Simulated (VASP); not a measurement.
# Ta4Ge (I4/mmm) in VASP: single point with PBE

Aim: the single point of Ta4Ge with PBE.

Everything below comes from runs of VASP 6.6.1. Logs are shortened: lines on timing, memory, paths and dates and some standing lists are left out, and cuts for length are marked.

### 1 The cell of the first run

Symmetry: I4/mmm, No. 139, tetragonal system. The conventional cell has a = 3.405 Å, b = 3.405 Å, c = 15.146 Å, α = 90.00°, β = 90.00°, γ = 90.00°. Within 3.8 Å of Ta (site symmetry 4mm) lie 13 Ta at 2.86 to 3.40 Å and 1 Ge at 2.98 Å. Within 3.7 Å of Ta (site symmetry 4mm) lie 4 Ge at 2.80 Å and 10 Ta at 2.85 to 3.40 Å. Within 3.7 Å of Ge (site symmetry 4/mmm) lie 10 Ta at 2.80 to 2.98 Å and 4 Ge at 3.40 Å.

### 2 Single point, PBE

Contents of INCAR:

```
ALGO = Fast ; EDIFF = 1E-7
ENCUT = 520 ; GGA = PE
ISIF = 2 ; ISMEAR = 0
LASPH = T ; LCHARG = F
LREAL = F ; LWAVE = F
NBANDS = 37 ; NELM = 100
PREC = Accurate ; SIGMA = 0.1
```

Contents of KPOINTS:

```
k-points
0
Gamma
  12 12 12
```

Contents of POSCAR:

```
Ta4Ge
1.0
   -1.7024184360      1.7024184360      7.5729994352
    1.7024184360     -1.7024184360      7.5729994352
    1.7024184360      1.7024184360     -7.5729994352
Ta Ge
4 1
Direct
    0.1964222371      0.1964222371      0.0000000000
    0.8035777629      0.8035777629      0.0000000000
    0.4059880758      0.4059880758      0.0000000000
    0.5940119242      0.5940119242      0.0000000000
    0.0000000000      0.0000000000      0.0000000000
```

Potentials or basis: VASP PAW PBE potentials, release 64 (Ta_pv, Ge_d).

Command:

```sh
$ cat potpaw_PBE.64/Ta_pv/POTCAR potpaw_PBE.64/Ge_d/POTCAR > POTCAR
$ mpirun -np 1 vasp_std > vasp.out
```

OUTCAR:

```text
EDIFF = 1E-7
   ENCUT = 520
   GGA = PE
   ISIF = 2
   ISMEAR = 0
   LASPH = T
   LREAL = F
   NELM = 100
   PREC = Accurate

 ion  position               nearest neighbor table
   1  0.196  0.196  0.000-   4 2.86   4 2.86   4 2.86   4 2.86   2 2.90   2 2.90   2 2.90   2 2.90
                             5 2.98   3 3.17
   2  0.804  0.804  0.000-   3 2.86   3 2.86   3 2.86   3 2.86   1 2.90   1 2.90   1 2.90   1 2.90
                             5 2.98   4 3.17
   3  0.406  0.406  0.000-   5 2.80   5 2.80   5 2.80   5 2.80   4 2.85   2 2.86   2 2.86   2 2.86
                             2 2.86   1 3.17
   4  0.594  0.594  0.000-   5 2.80   5 2.80   5 2.80   5 2.80   3 2.85   1 2.86   1 2.86   1 2.86
                             1 2.86   2 3.17
   5  0.000  0.000  0.000-   4 2.80   4 2.80   4 2.80   3 2.80   4 2.80   3 2.80   3 2.80   3 2.80
                             1 2.98   2 2.98

  LATTYP: Found a body centered tetragonal cell.
 ALAT       =     3.4048368720
 C/A-ratio  =     4.4483772468

  Lattice vectors:

 A1 = (  -1.7024184360,   1.7024184360,   7.5729994352)
 A2 = (   1.7024184360,  -1.7024184360,   7.5729994352)
 A3 = (   1.7024184360,   1.7024184360,  -7.5729994352)

Analysis of symmetry for initial positions (statically):
=====================================================================
 Subroutine PRICEL returns:
 Original cell was already a primitive cell.

 Routine SETGRP: Setting up the symmetry group for a
 body centered tetragonal supercell.

 Subroutine GETGRP returns: Found 16 space group operations
 (whereof 16 operations were pure point group operations)
 out of a pool of 16 trial point group operations.

The static configuration has the point symmetry D_4h.

Analysis of symmetry for dynamics (positions and initial velocities):
=====================================================================
 Subroutine PRICEL returns:
 Original cell was already a primitive cell.

 Routine SETGRP: Setting up the symmetry group for a
 body centered tetragonal supercell.

 Subroutine GETGRP returns: Found 16 space group operations
 (whereof 16 operations were pure point group operations)
 out of a pool of 16 trial point group operations.

The dynamic configuration has the point symmetry D_4h.

 Subroutine INISYM returns: Found 16 space group operations
 (whereof 16 operations are pure point group operations),
 and found     1 'primitive' translations

----------------------------------------------------------------------------------------

                                     Primitive cell

  volume of cell :      87.7931

  direct lattice vectors                    reciprocal lattice vectors
    -1.702418436  1.702418436  7.572999435     0.000000000  0.293699827  0.066024038
     1.702418436 -1.702418436  7.572999435     0.293699827  0.000000000  0.066024038
     1.702418436  1.702418436 -7.572999435     0.293699827  0.293699827  0.000000000

  length of vectors
     7.946494668  7.946494668  7.946494668     0.301029503  0.301029503  0.415354278

  position of ions in fractional coordinates (direct lattice)
     0.196422237  0.196422237  0.000000000
     0.803577763  0.803577763  0.000000000
     0.405988076  0.405988076  0.000000000
     0.594011924  0.594011924  0.000000000
     0.000000000  0.000000000  0.000000000

  ion indices of the primitive-cell ions
   primitive index   ion index
                 1           1
                 2           2
                 3           3
                 4           4
                 5           5

----------------------------------------------------------------------------------------

 KPOINTS: k-points

Automatic generation of k-mesh.
 Grid dimensions read from file:
 generate k-points for:   12   12   12

 Generating k-lattice:

  Cartesian coordinates                     Fractional coordinates (reciprocal lattice)
     0.000000000  0.024474986  0.005502003     0.083333333 -0.000000000  0.000000000
     0.024474986  0.000000000  0.005502003    -0.000000000  0.083333333  0.000000000
     0.024474986  0.024474986  0.000000000     0.000000000  0.000000000  0.083333333

  Length of vectors
     0.025085792  0.025085792  0.034612857

  Shift w.r.t. Gamma in fractional coordinates (k-lattice)
     0.000000000  0.000000000  0.000000000

 Subroutine IBZKPT returns following result:
 ===========================================

 Found    163 irreducible k-points:

 Following reciprocal coordinates:
            Coordinates               Weight
  0.000000  0.000000  0.000000      1.000000
  0.083333  0.000000  0.000000      8.000000
  0.166667  0.000000  0.000000      8.000000
  0.250000  0.000000  0.000000      8.000000
  0.333333  0.000000  0.000000      8.000000
  0.416667  0.000000  0.000000      8.000000
[... 16 lines left out ...]
  0.500000  0.166667  0.000000     16.000000
 -0.416667  0.166667  0.000000     16.000000
 [... further k-points ...]
   k-points           NKPTS =    163   k-points in BZ     NKDIM =    163   number of bands    NBANDS=     37
   number of dos      NEDOS =    301   number of ions     NIONS =      5
   total plane-waves  NPLWV = 216000
   dimension x,y,z NGX =    60 NGY =   60 NGZ =   60
   dimension x,y,z NGXF=   120 NGYF=  120 NGZF=  120
   ions per type =               4   1
   NGX,Y,Z   is equivalent  to a cutoff of  12.55, 12.55, 12.55 a.u.
   NGXF,Y,Z  is equivalent  to a cutoff of  25.10, 25.10, 25.10 a.u.
 SYSTEM =  unknown system
   PREC   = accura    normal or accurate (medium, high low for compatibility)
   ISTART =      0    job   : 0-new  1-cont  2-samecut
   ICHARG =      2    charge: 1-file 2-atom 10-const
   ISPIN  =      1    spin polarized calculation?
   LNONCOLLINEAR =      F non collinear calculations
   LSORBIT =      F    spin-orbit coupling
   LASPH  =      T    aspherical Exc in radial PAW
   ENCUT  =  520.0 eV  38.22 Ry    6.18 a.u.  14.78 14.78 14.78*2*pi/ulx,y,z
   NELM   =    100;   NELMIN=  2; NELMDL= -5     # of ELM steps
   EDIFF  = 0.1E-06   stopping-criterion for ELM
   LREAL  =      F    real-space projection
   EDIFFG = 0.1E-05   stopping-criterion for IOM
   NSW    =      0    number of steps for IOM
   IBRION =     -1    ionic relax: 0-MD 1-quasi-New 2-CG
   NFREE  =      0    steps in history (QN), initial steepest desc. (CG)
   ISIF   =      2    stress and relaxation
   ISYM   =      2    0-nonsym 1-usesym 2-fastsym
   POTIM  = 0.5000    time-step for ionic-motion
   TEBEG  =    0.0;   TEEND  =   0.0 temperature during run
   PSTRESS=    0.0 pullay stress
   NELECT =      58.0000    total number of electrons
   NUPDOWN=      -1.0000    fix difference up-down
   EMIN   =  10.00;   EMAX   =-10.00  energy-range for DOS
   EFERMI =   0.00;   METHOD = LEGACY
   ISMEAR =     0;   SIGMA  =   0.10  broadening in eV -4-tet -1-fermi 0-gaus
   EFERMI_NEDOS =   21; number of points for ismear=-14 and -15
   IALGO  =     68    algorithm
   IMIX   =      4    mixing-type and parameters
     AMIX     =   0.40;   BMIX     =  1.00
     AMIX_MAG =   1.60;   BMIX_MAG =  1.00
  volume/ion in A,a.u.               =      17.56       118.49
  Fermi-wavevector in a.u.,A,eV,Ry     =   1.425818  2.694405 27.660045  2.032956
  Thomas-Fermi vector in A             =   2.546161
   LORBIT       =      0    0 simple, 1 ext, 2 COOP (PROOUT), +10 PAW based schemes
   GGA     = PE    functional components
   LHFCALC =     F    Hartree Fock is set to
   AEXX    =    0.0000 exact exchange contribution
   IVDW    =     0    specifies the selected vdW correction
   LEPSILON=     F    determine dielectric tensor
   LRPA    =     F    only Hartree local field effects (RPA)
 non-spin polarized calculation
 RMM-DIIS sequential band-by-band and
 Gauss-broadening in eV      SIGMA  =   0.10
  energy-cutoff  :      520.00
  volume of cell :       87.79
 maximum number of plane-waves:      2390
   NGX = 29   NGY = 29   NGZ = 29

 number of electron      57.9999995 magnetization

 Free energy of the ion-electron system (eV)
  ---------------------------------------------------
  ext. energy  EPLUGINS =         0.00000000
  ---------------------------------------------------
  free energy    TOTEN  =       -52.54125299 eV

  energy without entropy =      -52.52313826  energy(sigma->0) =      -52.53219563

 E-fermi :   6.4235     XC(G=0): -12.5530

 val. band max:        6.4084790776   @ k =   0.5000   0.0833   0.0000
 cond. band min:       6.4324117359   @ k =  -0.1667   0.5000   0.0833
 fundamental gap:      0.0239326583
 Fermi energy:         6.4234969556

 k-point     1 :       0.0000    0.0000    0.0000
  band No.  band energies     occupation
      1     -28.1067      2.00000
      2     -27.9766      2.00000
      3     -27.9766      2.00000
      4     -27.9618      2.00000
      5     -27.9618      2.00000
      6     -27.7926      2.00000
[... 29 lines left out ...]
     36       8.6879      0.00000
     37       9.6228      0.00000

 k-point     2 :       0.0833    0.0000    0.0000
  band No.  band energies     occupation
      1     -28.1082      2.00000
      2     -27.9954      2.00000
      3     -27.9813      2.00000
      4     -27.9709      2.00000
      5     -27.9551      2.00000
      6     -27.8145      2.00000
[... 29 lines left out ...]
     36       8.8360      0.00000
     37       9.6234      0.00000

 k-point     3 :       0.1667    0.0000    0.0000
  band No.  band energies     occupation
      1     -28.1205      2.00000
      2     -28.0567      2.00000
      3     -27.9998      2.00000
      4     -27.9561      2.00000
      5     -27.9351      2.00000
      6     -27.8641      2.00000
[... 29 lines left out ...]
     36       9.0863      0.00000
     37       9.6107      0.00000
[... 761 lines left out ...]
 k-point    23 :       0.5000    0.1667    0.0000
  band No.  band energies     occupation
      1     -28.2168      2.00000
      2     -28.1794      2.00000
      3     -28.1171      2.00000
      4     -28.0044      2.00000
      5     -27.9582      2.00000
      6     -27.8127      2.00000
[... 29 lines left out ...]
     36      10.0559      0.00000
     37      10.2585      0.00000

 k-point    24 :      -0.4167    0.1667    0.0000
  band No.  band energies     occupation
      1     -28.2073      2.00000
      2     -28.1568      2.00000
      3     -28.1076      2.00000
      4     -28.0235      2.00000
      5     -27.9576      2.00000
      6     -27.8101      2.00000
[... 29 lines left out ...]
     36       9.9525      0.00000
     37      10.5765      0.00000

 [... further k-points ...]

------------------------ aborting loop because EDIFF is reached ----------------------------------------

  FORCE on cell =-STRESS in cart. coord.  units (eV):
  Direction    XX          YY          ZZ          XY          YZ          ZX
  --------------------------------------------------------------------------------------
  -------------------------------------------------------------------------------------
  Total        0.0807110      0.0807110      0.0738905      0.0000000      0.0000000      0.0000000
  in kB        1.4729314      1.4729314      1.3484612      0.0000000      0.0000000      0.0000000
  external PRESSURE =       1.4314413 kB  Pullay stress =       0.0000000 kB

 VOLUME and BASIS-vectors are now :
 -----------------------------------------------------------------------------
  energy-cutoff  :      520.00
  volume of cell :       87.79
      direct lattice vectors                 reciprocal lattice vectors
    -1.702418436  1.702418436  7.572999435     0.000000000  0.293699827  0.066024038
     1.702418436 -1.702418436  7.572999435     0.293699827  0.000000000  0.066024038
     1.702418436  1.702418436 -7.572999435     0.293699827  0.293699827  0.000000000

 POSITION                                       TOTAL-FORCE (eV/Angst)
 -----------------------------------------------------------------------------------
      0.00000      0.00000      2.97501         0.000000      0.000000      0.000304
      0.00000      0.00000     12.17099         0.000000      0.000000     -0.000304
      0.00000      0.00000      6.14909         0.000000      0.000000     -0.011745
      0.00000      0.00000      8.99690        -0.000000     -0.000000      0.011745
      0.00000      0.00000      0.00000         0.000000      0.000000     -0.000000
 -----------------------------------------------------------------------------------
    total drift:                                0.000000      0.000000     -0.000000

  FREE ENERGIE OF THE ION-ELECTRON SYSTEM (eV)
  ---------------------------------------------------
  free  energy   TOTEN  =       -52.5412529896 eV

  energy  without entropy=      -52.5231382612  energy(sigma->0) =      -52.53219563
```

It took 33 min on 1 thread of Intel Xeon 6975P-C (Granite Rapids), shared host; peak memory 0.79 GiB.

What came out:

| Item | Value |
| --- | --- |
| Free energy | -52.5413 eV |
| Pressure | 0.1 GPa |
| Largest force | 0.012 eV/Å |
| Band gap on the k mesh | zero (bands 29 and 30 overlap by 0.80 eV) |

Forces in eV/Å, atoms in the order of the input:
```
Ta   0.000  0.000  0.000
Ta   0.000  0.000  0.000
Ta   0.000  0.000 -0.012
Ta   0.000  0.000  0.012
Ge   0.000  0.000  0.000
```

Caveat: spin-orbit coupling is left out, which moves the levels of the heavy elements.

The gap in the log of VASP goes by the Fermi energy; the results here count the filled bands.